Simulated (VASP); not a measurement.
# HC18F in VASP: notebook, part 2 of 2

VASP 6.6.1. Earlier steps stand in the parts before.

### Step 3. Single point, PBE

INCAR reads:

```
SYSTEM = HC18F
PREC = Accurate
ENCUT = 520
EDIFF = 1E-7
ISMEAR = 0
SIGMA = 0.02
LREAL = Auto
LASPH = .True.
NELM = 80
ALGO = Normal
ISIF = 2
LWAVE = .False.
LCHARG = .False.
GGA = PE
NBANDS = 56
```

KPOINTS reads:

```
regular mesh
0
Gamma
  2 2 1
  0 0 0
```

POSCAR reads:

```
HC18F
1.0
    7.3980000000      0.0000000000      0.0000000000
   -3.6990000000      6.4068560000      0.0000000000
    0.0000000000      0.0000000000     11.0000000000
C F H
18 1 1
Direct
    0.0009480131      0.0114310358      0.0854648182
    0.2232083726      0.1225554312      0.0843647273
    0.0020967364      0.3460236971      0.0863740000
    0.2232803285      0.4570069938      0.0801610000
    0.0014688842      0.6780907827      0.0851196364
    0.2237558308      0.7889058221      0.0825170000
    0.3347233775      0.0107533243      0.0871136364
    0.5545485912      0.1188787449      0.0943187273
    0.3342158961      0.3455899430      0.0803325455
    0.5526043820      0.4574153064      0.0849852727
    0.3345240396      0.6785549730      0.0811010909
    0.5555415288      0.7903033875      0.0832068182
    0.6666430972      0.0110380193      0.0884908182
    0.8902964937      0.1229901218      0.0881066364
    0.6672625567      0.3465326831      0.1122635455
    0.8944997333      0.4587507508      0.0911023636
    0.6665307594      0.6791385666      0.0922242727
    0.8899586671      0.7893014920      0.0867350000
    0.6432547214      0.6476413704      0.2801962727
    0.6637034129      0.3767996346      0.2143067273
```

Potentials or basis: VASP PAW PBE potentials, release 64 (C, F, H).

Command:

```sh
cat potpaw_PBE.64/C/POTCAR potpaw_PBE.64/F/POTCAR potpaw_PBE.64/H/POTCAR > POTCAR
mpirun -np 1 vasp_std > vasp.out
```

OUTCAR:

```text
SYSTEM = HC18F
   PREC = Accurate
   ENCUT = 520
   EDIFF = 1E-7
   ISMEAR = 0
   LREAL = Auto
   LASPH = .True.
   NELM = 80
   ISIF = 2
   GGA = PE

 ion  position               nearest neighbor table
   1  0.001  0.011  0.085-  18 1.42  14 1.42   2 1.42
   2  0.223  0.123  0.084-   1 1.42   9 1.43   7 1.43
   3  0.002  0.346  0.086-  16 1.41   4 1.42  14 1.43
   4  0.223  0.457  0.080-   3 1.42  11 1.42   9 1.42
   5  0.001  0.678  0.085-  16 1.41   6 1.42  18 1.43
[... 450 lines left out ...]
  Total        2.3946809      2.1112256     -0.1281798     -0.0677189     -0.4872206      0.5829018
  in kB        7.3587874      6.4877374     -0.3938928     -0.2080984     -1.4972153      1.7912410
  external PRESSURE =       4.4842106 kB  Pullay stress =       0.0000000 kB

 VOLUME and BASIS-vectors are now :
 -----------------------------------------------------------------------------
  energy-cutoff  :      520.00
  volume of cell :      521.38
      direct lattice vectors                 reciprocal lattice vectors
     7.398000000  0.000000000  0.000000000     0.135171668  0.078041398  0.000000000
    -3.699000000  6.406856000  0.000000000     0.000000000  0.156082796  0.000000000
     0.000000000  0.000000000 11.000000000     0.000000000  0.000000000  0.090909091

 POSITION                                       TOTAL-FORCE (eV/Angst)
 -----------------------------------------------------------------------------------
     -0.03527      0.07324      0.94011        -0.001009      0.016107      0.004880
      1.19796      0.78519      0.92801         0.000986      0.032972     -0.005287
     -1.26443      2.21692      0.95011         0.013692      0.026749     -0.020260
     -0.03864      2.92798      0.88177         0.015248      0.020576     -0.005243
     -2.49739      4.34443      0.93632        -0.024212      0.033468     -0.001535
     -1.26282      5.05441      0.90769        -0.014803      0.016553     -0.023810
[... 12 lines left out ...]
      2.36317      4.14934      3.08216         0.230717     -0.199214     -0.000361
      3.51630      2.41410      2.35737         0.070783     -0.049259      0.095926
 -----------------------------------------------------------------------------------
    total drift:                                0.001164     -0.003952      0.001026

  FREE ENERGIE OF THE ION-ELECTRON SYSTEM (eV)
  ---------------------------------------------------
  free  energy   TOTEN  =      -170.6029728337 eV

  energy  without entropy=     -170.5974285797  energy(sigma->0) =     -170.60020071
```

Run time: 5.7 min. Hardware: 1 thread of AMD EPYC 9R14 (Zen 4), shared host; peak memory 0.56 GiB.

What came out:

```yaml
Free_energy: -170.6030 eV
Largest_force: 0.305 eV/Å
Band_gap_on_the_k_mesh: 0.01 eV
```

Forces on the atoms (eV/Å):
```
C   -0.001  0.016  0.005
C    0.001  0.033 -0.005
C    0.014  0.027 -0.020
C    0.015  0.021 -0.005
C   -0.024  0.033 -0.002
C   -0.015  0.017 -0.024
C   -0.036  0.013 -0.027
C   -0.016 -0.004 -0.037
C   -0.040  0.019  0.023
C   -0.029  0.019  0.049
C   -0.002  0.008  0.001
C   -0.016 -0.008 -0.015
C   -0.007 -0.029 -0.026
C   -0.032  0.024 -0.003
C   -0.031  0.020 -0.082
C   -0.021  0.014 -0.016
C   -0.032  0.034  0.074
C   -0.030 -0.010  0.014
F    0.231 -0.199  0.000
H    0.071 -0.049  0.096
```

Caveat: the k points lie up to 0.49 Å⁻¹ apart.

### Step 4. Single point, PBE

INCAR reads:

```
SYSTEM = HC18F
PREC     = Accurate       ! precision mode
ENCUT    = 520            ! plane-wave cutoff, eV
EDIFF    = 1E-7           ! SCF threshold, eV
ISMEAR   = 0              ! smearing method
SIGMA    = 0.02           ! smearing width, eV
LREAL    = Auto         
LASPH    = .True.         ! aspherical terms in the spheres
NELM     = 60             ! most SCF steps
ALGO     = Normal         ! electronic algorithm
ISIF     = 2              ! what is computed and relaxed
LWAVE    = .False.        ! write WAVECAR
LCHARG   = .False.        ! write CHGCAR
GGA      = PE             ! functional
NBANDS   = 56             ! bands
```

KPOINTS is that of step 3.

POSCAR reads:

```
HC18F
1.0
    7.3980000000      0.0000000000      0.0000000000
   -3.6990000000      6.4068560000      0.0000000000
    0.0000000000      0.0000000000     11.0000000000
C F H
18 1 1
Direct
    0.0019085621      0.0055381298      0.0835810000
    0.2251439102      0.1172264524      0.0837707273
    0.0044872388      0.3407730718      0.0839314545
    0.2249860722      0.4516023148      0.0790541818
    0.0040794484      0.6724527600      0.0823162727
    0.2252171848      0.7826314498      0.0814316364
    0.3364233749      0.0055272040      0.0859221818
    0.5555179672      0.1121692137      0.0920541818
    0.3366452882      0.3404143936      0.0807451818
    0.5552616995      0.4523238855      0.0836173636
    0.3353796535      0.6722962089      0.0820260909
    0.5573139198      0.7831906945      0.0890929091
    0.6686771647      0.0054284036      0.0886672727
    0.8908794947      0.1162737230      0.0862363636
    0.6689643139      0.3402451998      0.1110908182
    0.8970485039      0.4531426959      0.0886736364
    0.6695601692      0.6728278269      0.0842070000
    0.8906959450      0.7832718575      0.0824693636
    0.6046669029      0.7234322107      0.2782075455
    0.6660832513      0.3528980517      0.2135107273
```

Potentials or basis: VASP PAW PBE potentials, release 64 (C, F, H).

Command:

```sh
cat potpaw_PBE.64/C/POTCAR potpaw_PBE.64/F/POTCAR potpaw_PBE.64/H/POTCAR > POTCAR
mpirun -np 1 vasp_std > vasp.out
```

OUTCAR:

```text
SYSTEM = HC18F
   PREC = Accurate
   ENCUT = 520
   EDIFF = 1E-7
   ISMEAR = 0
   LREAL = Auto
   LASPH = .True.
   NELM = 60
   ISIF = 2
   GGA = PE

 ion  position               nearest neighbor table
   1  0.002  0.006  0.084-  14 1.42  18 1.42   2 1.43
   2  0.225  0.117  0.084-   7 1.43   1 1.43   9 1.43
   3  0.004  0.341  0.084-  16 1.41   4 1.41  14 1.44
   4  0.225  0.452  0.079-   3 1.41  11 1.41   9 1.43
   5  0.004  0.672  0.082-  16 1.41   6 1.42  18 1.44
[... 450 lines left out ...]
  Total        2.2123343      3.1059132     -0.1900339     -1.0099214     -0.0284126      0.0059062
  in kB        6.7984414      9.5443844     -0.5839688     -3.1034601     -0.0873112      0.0181496
  external PRESSURE =       5.2529524 kB  Pullay stress =       0.0000000 kB

 VOLUME and BASIS-vectors are now :
 -----------------------------------------------------------------------------
  energy-cutoff  :      520.00
  volume of cell :      521.38
      direct lattice vectors                 reciprocal lattice vectors
     7.398000000  0.000000000  0.000000000     0.135171668  0.078041398  0.000000000
    -3.699000000  6.406856000  0.000000000     0.000000000  0.156082796  0.000000000
     0.000000000  0.000000000 11.000000000     0.000000000  0.000000000  0.090909091

 POSITION                                       TOTAL-FORCE (eV/Angst)
 -----------------------------------------------------------------------------------
     -0.00637      0.03548      0.91939        -0.001857     -0.001132      0.001995
      1.23199      0.75105      0.92148         0.002494      0.004318      0.010264
     -1.22732      2.18328      0.92325         0.006544     -0.002828     -0.010988
     -0.00603      2.89335      0.86960         0.002321     -0.001298      0.001574
     -2.45722      4.30831      0.90548        -0.002940      0.014188     -0.001197
     -1.22880      5.01421      0.89575         0.000218      0.006244     -0.019011
[... 12 lines left out ...]
      1.79735      4.63493      3.06028        -0.046044      0.039788      0.006618
      3.62231      2.26097      2.34862         0.066912     -0.080038      0.047638
 -----------------------------------------------------------------------------------
    total drift:                                0.021773     -0.002091     -0.009839

  FREE ENERGIE OF THE ION-ELECTRON SYSTEM (eV)
  ---------------------------------------------------
  free  energy   TOTEN  =      -170.4440138435 eV

  energy  without entropy=     -170.4440138418  energy(sigma->0) =     -170.44401384
```

stdout:

```text
POSCAR found type information on POSCAR C F H
 POSCAR found :  3 types and      20 ions
 scaLAPACK will be used
 LDA part: xc-table for (Slater+PW92), standard interpolation
 POSCAR, INCAR and KPOINTS ok, starting setup
 FFT: planning ... GRIDC
 FFT: planning ... GRID_SOFT
 FFT: planning ... GRID
 WAVECAR not read
 entering main loop
```

It took 5.3 min on 1 thread of AMD EPYC 9R14 (Zen 4), shared host; peak memory 0.56 GiB.

Results:

- Free energy: -170.4440 eV
- Largest force: 0.115 eV/Å
- Band gap on the k mesh: 0.16 eV (least direct gap 0.18 eV)

Forces on the atoms (eV/Å):
```
C   -0.002 -0.001  0.002
C    0.002  0.004  0.010
C    0.007 -0.003 -0.011
C    0.002 -0.001  0.002
C   -0.003  0.014 -0.001
C    0.000  0.006 -0.019
C    0.002 -0.001 -0.017
C   -0.004  0.002 -0.035
C   -0.006  0.002  0.017
C    0.002 -0.007  0.043
C   -0.005  0.009 -0.018
C   -0.012  0.006 -0.005
C   -0.003  0.010 -0.032
C   -0.002  0.009 -0.012
C    0.008 -0.011 -0.023
C   -0.002 -0.008 -0.009
C   -0.005  0.011  0.038
C    0.002 -0.001  0.015
F   -0.046  0.040  0.007
H    0.067 -0.080  0.048
```

Caveat: the k points lie up to 0.49 Å⁻¹ apart.

### Step 5. The runs side by side

```tsv
cell	gap on the mesh (eV)	largest force (eV/Å)
as given, atomic positions A	0.03	3.73
as given, atomic positions B	0.01	0.30
as given, atomic positions C	0.16	0.11
```

Alike in all rows: task single point; level PBE; potentials or basis VASP PAW PBE potentials, release 64 (C, F, H); no spin polarisation; k mesh 2 × 2 × 1; cutoff (eV) 520; smearing gaussian 0.02 eV.

Caveats: all runs use coarse meshes.

Absolute energies hang on the potentials; compare differences alone.
